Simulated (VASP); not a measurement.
# Sn3Se2S (I4/mmm) in VASP: single point with PBE

Aim: the single point of Sn3Se2S with PBE.

Program: VASP 6.6.1. These are calculated values, not measurements. Logs are shortened: lines on timing, memory, paths and dates and some standing lists are left out, and cuts for length are marked.

### Step 1. The cell of the first run

It takes space group I4/mmm (No. 139, tetragonal). Conventional cell: a = 4.263 Å, b = 4.263 Å, c = 18.086 Å, α = 90.00°, β = 90.00°, γ = 90.00°. Sn (site symmetry 4mm) has 5 Se at 3.01 Å and 1 S at 3.01 Å within 4.0 Å. Sn (site symmetry 4/mmm) has 4 S at 3.01 Å and 2 Se at 3.01 Å within 4.0 Å. Within 4.0 Å of Se (site symmetry 4mm) lie 6 Sn at 3.01 Å. S (site symmetry 4/mmm) has 6 Sn at 3.01 Å within 4.0 Å.

### Step 2. Single point, PBE

Input file INCAR:

```
PREC = Accurate
ENCUT = 520
EDIFF = 1E-6
ISMEAR = 0
SIGMA = 0.1
LREAL = F
LASPH = T
NELM = 60
ALGO = Normal
ISIF = 2
LWAVE = F
LCHARG = F
GGA = PE
NBANDS = 39
```

Input file KPOINTS:

```
Automatic mesh
0
Gamma
  6 6 6
```

Input file POSCAR:

```
Sn3Se2S
1.0
   -2.1314664100      2.1314664100      9.0430461000
    2.1314664100     -2.1314664100      9.0430461000
    2.1314664100      2.1314664100     -9.0430461000
Sn Se S
3 2 1
Direct
    0.8333333300      0.8333333300      0.0000000000
    0.5000000000      0.5000000000      0.0000000000
    0.1666666700      0.1666666700      0.0000000000
    0.6666666700      0.6666666700      0.0000000000
    0.3333333300      0.3333333300      0.0000000000
    0.0000000000      0.0000000000      0.0000000000
```

Potentials or basis: VASP PAW PBE potentials, release 64 (Sn_d, Se, S).

Run with:

```
> cat potpaw_PBE.64/Sn_d/POTCAR potpaw_PBE.64/Se/POTCAR potpaw_PBE.64/S/POTCAR > POTCAR
> mpirun -np 1 vasp_std > vasp.out
```

OUTCAR:

```text
PREC = Accurate
   ENCUT = 520
   EDIFF = 1E-6
   ISMEAR = 0
   LREAL = F
   LASPH = T
   NELM = 60
   ISIF = 2
   GGA = PE

 ion  position               nearest neighbor table
   1  0.833  0.833  0.000-   4 3.01   5 3.01   5 3.01   5 3.01   5 3.01   6 3.01
   2  0.500  0.500  0.000-   6 3.01   6 3.01   6 3.01   6 3.01   5 3.01   4 3.01
   3  0.167  0.167  0.000-   5 3.01   4 3.01   4 3.01   4 3.01   4 3.01   6 3.01
   4  0.667  0.667  0.000-   1 3.01   3 3.01   3 3.01   3 3.01   3 3.01   2 3.01
   5  0.333  0.333  0.000-   3 3.01   1 3.01   1 3.01   1 3.01   1 3.01   2 3.01
   6  0.000  0.000  0.000-   2 3.01   2 3.01   2 3.01   2 3.01   3 3.01   1 3.01

  LATTYP: Found a body centered tetragonal cell.
 ALAT       =     4.2629328200
 C/A-ratio  =     4.2426406804

  Lattice vectors:

 A1 = (  -2.1314664100,   2.1314664100,   9.0430461000)
 A2 = (   2.1314664100,  -2.1314664100,   9.0430461000)
 A3 = (   2.1314664100,   2.1314664100,  -9.0430461000)

Analysis of symmetry for initial positions (statically):
=====================================================================
 Subroutine PRICEL returns:
 Original cell was already a primitive cell.

 Routine SETGRP: Setting up the symmetry group for a
 body centered tetragonal supercell.

 Subroutine GETGRP returns: Found 16 space group operations
 (whereof 16 operations were pure point group operations)
 out of a pool of 16 trial point group operations.

The static configuration has the point symmetry D_4h.

Analysis of symmetry for dynamics (positions and initial velocities):
=====================================================================
 Subroutine PRICEL returns:
 Original cell was already a primitive cell.

 Routine SETGRP: Setting up the symmetry group for a
 body centered tetragonal supercell.

 Subroutine GETGRP returns: Found 16 space group operations
 (whereof 16 operations were pure point group operations)
 out of a pool of 16 trial point group operations.

The dynamic configuration has the point symmetry D_4h.

 Subroutine INISYM returns: Found 16 space group operations
 (whereof 16 operations are pure point group operations),
 and found     1 'primitive' translations

----------------------------------------------------------------------------------------

                                     Primitive cell

  volume of cell :     164.3356

  direct lattice vectors                    reciprocal lattice vectors
    -2.131466410  2.131466410  9.043046100     0.000000000  0.234580286  0.055291104
     2.131466410 -2.131466410  9.043046100     0.234580286  0.000000000  0.055291104
     2.131466410  2.131466410 -9.043046100     0.234580286  0.234580286  0.000000000

  length of vectors
     9.532207555  9.532207555  9.532207555     0.241008333  0.241008333  0.331746622

  position of ions in fractional coordinates (direct lattice)
     0.833333330  0.833333330  0.000000000
     0.500000000  0.500000000  0.000000000
     0.166666670  0.166666670  0.000000000
     0.666666670  0.666666670  0.000000000
     0.333333330  0.333333330  0.000000000
     0.000000000  0.000000000  0.000000000

  ion indices of the primitive-cell ions
   primitive index   ion index
                 1           1
                 2           2
                 3           3
                 4           4
                 5           5
                 6           6

----------------------------------------------------------------------------------------

 KPOINTS: Automatic mesh

Automatic generation of k-mesh.
 Grid dimensions read from file:
 generate k-points for:    6    6    6

 Generating k-lattice:

  Cartesian coordinates                     Fractional coordinates (reciprocal lattice)
     0.000000000  0.039096714  0.009215184     0.166666667  0.000000000 -0.000000000
     0.039096714  0.000000000  0.009215184     0.000000000  0.166666667 -0.000000000
     0.039096714  0.039096714  0.000000000     0.000000000  0.000000000  0.166666667

  Length of vectors
     0.040168056  0.040168056  0.055291104

  Shift w.r.t. Gamma in fractional coordinates (k-lattice)
     0.000000000  0.000000000  0.000000000

 Subroutine IBZKPT returns following result:
 ===========================================

 Found     30 irreducible k-points:

 Following reciprocal coordinates:
            Coordinates               Weight
  0.000000  0.000000  0.000000      1.000000
  0.166667  0.000000 -0.000000      8.000000
  0.333333  0.000000 -0.000000      8.000000
  0.500000 -0.000000  0.000000      4.000000
  0.166667  0.166667  0.000000      8.000000
  0.333333  0.166667  0.000000     16.000000
[... 16 lines left out ...]
 -0.333333 -0.333333  0.166667      8.000000
 -0.166667 -0.333333  0.166667      8.000000
 [... further k-points ...]
   k-points           NKPTS =     30   k-points in BZ     NKDIM =     30   number of bands    NBANDS=     39
   number of dos      NEDOS =    301   number of ions     NIONS =      6
   total plane-waves  NPLWV = 373248
   dimension x,y,z NGX =    72 NGY =   72 NGZ =   72
   dimension x,y,z NGXF=   144 NGYF=  144 NGZF=  144
   ions per type =               3   2   1
   NGX,Y,Z   is equivalent  to a cutoff of  12.56, 12.56, 12.56 a.u.
   NGXF,Y,Z  is equivalent  to a cutoff of  25.11, 25.11, 25.11 a.u.
 SYSTEM =  unknown system
   PREC   = accura    normal or accurate (medium, high low for compatibility)
   ISTART =      0    job   : 0-new  1-cont  2-samecut
   ICHARG =      2    charge: 1-file 2-atom 10-const
   ISPIN  =      1    spin polarized calculation?
   LNONCOLLINEAR =      F non collinear calculations
   LSORBIT =      F    spin-orbit coupling
   LASPH  =      T    aspherical Exc in radial PAW
   ENCUT  =  520.0 eV  38.22 Ry    6.18 a.u.  17.72 17.72 17.72*2*pi/ulx,y,z
   NELM   =     60;   NELMIN=  2; NELMDL= -5     # of ELM steps
   EDIFF  = 0.1E-05   stopping-criterion for ELM
   LREAL  =      F    real-space projection
   EDIFFG = 0.1E-04   stopping-criterion for IOM
   NSW    =      0    number of steps for IOM
   IBRION =     -1    ionic relax: 0-MD 1-quasi-New 2-CG
   NFREE  =      0    steps in history (QN), initial steepest desc. (CG)
   ISIF   =      2    stress and relaxation
   ISYM   =      2    0-nonsym 1-usesym 2-fastsym
   POTIM  = 0.5000    time-step for ionic-motion
   TEBEG  =    0.0;   TEEND  =   0.0 temperature during run
   PSTRESS=    0.0 pullay stress
   NELECT =      60.0000    total number of electrons
   NUPDOWN=      -1.0000    fix difference up-down
   EMIN   =  10.00;   EMAX   =-10.00  energy-range for DOS
   EFERMI =   0.00;   METHOD = LEGACY
   ISMEAR =     0;   SIGMA  =   0.10  broadening in eV -4-tet -1-fermi 0-gaus
   EFERMI_NEDOS =   21; number of points for ismear=-14 and -15
   IALGO  =     38    algorithm
   IMIX   =      4    mixing-type and parameters
     AMIX     =   0.40;   BMIX     =  1.00
     AMIX_MAG =   1.60;   BMIX_MAG =  1.00
  volume/ion in A,a.u.               =      27.39       184.83
  Fermi-wavevector in a.u.,A,eV,Ry     =   1.170078  2.211126 18.627487  1.369082
  Thomas-Fermi vector in A             =   2.306541
   LORBIT       =      0    0 simple, 1 ext, 2 COOP (PROOUT), +10 PAW based schemes
   GGA     = PE    functional components
   LHFCALC =     F    Hartree Fock is set to
   AEXX    =    0.0000 exact exchange contribution
   IVDW    =     0    specifies the selected vdW correction
   LEPSILON=     F    determine dielectric tensor
   LRPA    =     F    only Hartree local field effects (RPA)
 non-spin polarized calculation
 Gauss-broadening in eV      SIGMA  =   0.10
  energy-cutoff  :      520.00
  volume of cell :      164.34
 maximum number of plane-waves:      4456
   NGX = 35   NGY = 35   NGZ = 35

 number of electron      60.0000008 magnetization

 Free energy of the ion-electron system (eV)
  ---------------------------------------------------
  ext. energy  EPLUGINS =         0.00000000
  ---------------------------------------------------
  free energy    TOTEN  =       -25.14768124 eV

  energy without entropy =      -25.14623385  energy(sigma->0) =      -25.14695755

 E-fermi :   5.6205     XC(G=0):  -9.4841

 val. band max:        5.5074279208   @ k =  -0.1667   0.3333   0.1667
 cond. band min:       5.7254135770   @ k =  -0.1667   0.3333   0.1667
 fundamental gap:      0.2179856562
 Fermi energy:         5.6204998628

 k-point     1 :       0.0000    0.0000    0.0000
  band No.  band energies     occupation
      1     -16.2105      2.00000
      2     -16.2084      2.00000
      3     -16.1970      2.00000
      4     -16.1970      2.00000
      5     -16.1909      2.00000
      6     -16.1849      2.00000
[... 31 lines left out ...]
     38      10.0453      0.00000
     39      10.0455      0.00000

 k-point     2 :       0.1667    0.0000   -0.0000
  band No.  band energies     occupation
      1     -16.2094      2.00000
      2     -16.2054      2.00000
      3     -16.1977      2.00000
      4     -16.1968      2.00000
      5     -16.1925      2.00000
      6     -16.1823      2.00000
[... 31 lines left out ...]
     38       9.3901      0.00000
     39       9.5450      0.00000

 k-point     3 :       0.3333    0.0000   -0.0000
  band No.  band energies     occupation
      1     -16.2079      2.00000
      2     -16.1990      2.00000
      3     -16.1986      2.00000
      4     -16.1967      2.00000
      5     -16.1957      2.00000
      6     -16.1781      2.00000
[... 31 lines left out ...]
     38       8.9669      0.00000
     39       9.5046      0.00000

 k-point     4 :       0.5000   -0.0000    0.0000
  band No.  band energies     occupation
      1     -16.2072      2.00000
      2     -16.1997      2.00000
      3     -16.1974      2.00000
      4     -16.1967      2.00000
      5     -16.1952      2.00000
      6     -16.1753      2.00000
[... 31 lines left out ...]
     38       8.9013      0.00000
     39       9.2901      0.00000
[... 754 lines left out ...]
     38       8.2077      0.00000
     39       9.9955      0.00000

 k-point    23 :      -0.3333   -0.3333    0.1667
  band No.  band energies     occupation
      1     -16.2081      2.00000
      2     -16.2037      2.00000
      3     -16.1978      2.00000
      4     -16.1974      2.00000
      5     -16.1945      2.00000
      6     -16.1794      2.00000
[... 31 lines left out ...]
     38       9.4859      0.00000
     39      10.3360      0.00000

 k-point    24 :      -0.1667   -0.3333    0.1667
  band No.  band energies     occupation
      1     -16.2099      2.00000
      2     -16.2055      2.00000
      3     -16.1976      2.00000
      4     -16.1968      2.00000
      5     -16.1926      2.00000
      6     -16.1817      2.00000
[... 31 lines left out ...]
     38       9.5936      0.00000
     39       9.9646      0.00000

 [... further k-points ...]

------------------------ aborting loop because EDIFF is reached ----------------------------------------

  FORCE on cell =-STRESS in cart. coord.  units (eV):
  Direction    XX          YY          ZZ          XY          YZ          ZX
  --------------------------------------------------------------------------------------
  -------------------------------------------------------------------------------------
  Total       -0.9602395     -0.9602395     -0.9262133      0.0000000      0.0000000      0.0000000
  in kB       -9.3617796     -9.3617796     -9.0300443      0.0000000      0.0000000      0.0000000
  external PRESSURE =      -9.2512012 kB  Pullay stress =       0.0000000 kB

 VOLUME and BASIS-vectors are now :
 -----------------------------------------------------------------------------
  energy-cutoff  :      520.00
  volume of cell :      164.34
      direct lattice vectors                 reciprocal lattice vectors
    -2.131466410  2.131466410  9.043046100     0.000000000  0.234580286  0.055291104
     2.131466410 -2.131466410  9.043046100     0.234580286  0.000000000  0.055291104
     2.131466410  2.131466410 -9.043046100     0.234580286  0.234580286  0.000000000

 POSITION                                       TOTAL-FORCE (eV/Angst)
 -----------------------------------------------------------------------------------
      0.00000      0.00000     15.07174         0.000000      0.000000      0.223737
      0.00000      0.00000      9.04305        -0.000000     -0.000000      0.000000
      0.00000      0.00000      3.01435        -0.000000     -0.000000     -0.223737
      0.00000      0.00000     12.05739        -0.000000     -0.000000      0.028289
      0.00000      0.00000      6.02870        -0.000000     -0.000000     -0.028289
      0.00000      0.00000      0.00000        -0.000000     -0.000000     -0.000000
 -----------------------------------------------------------------------------------
    total drift:                               -0.000000      0.000000      0.000000

  FREE ENERGIE OF THE ION-ELECTRON SYSTEM (eV)
  ---------------------------------------------------
  free  energy   TOTEN  =       -25.1476812444 eV

  energy  without entropy=      -25.1462338460  energy(sigma->0) =      -25.14695755
```

Run time: 33 min. Hardware: 1 thread of AMD EPYC 7R13, shared host; peak memory 0.77 GiB.

What came out:

```
Free energy            : -25.1477 eV
Pressure               : -0.9 GPa
Largest force          : 0.224 eV/Å
Band gap on the k mesh : 0.22 eV, direct
```

Forces on the atoms (eV/Å):
```
Sn   0.000  0.000  0.224
Sn   0.000  0.000  0.000
Sn   0.000  0.000 -0.224
Se   0.000  0.000  0.028
Se   0.000  0.000 -0.028
S    0.000  0.000  0.000
```

Caveat: spin-orbit coupling is left out, which moves the levels of the heavy elements. A k mesh can miss the band edges.
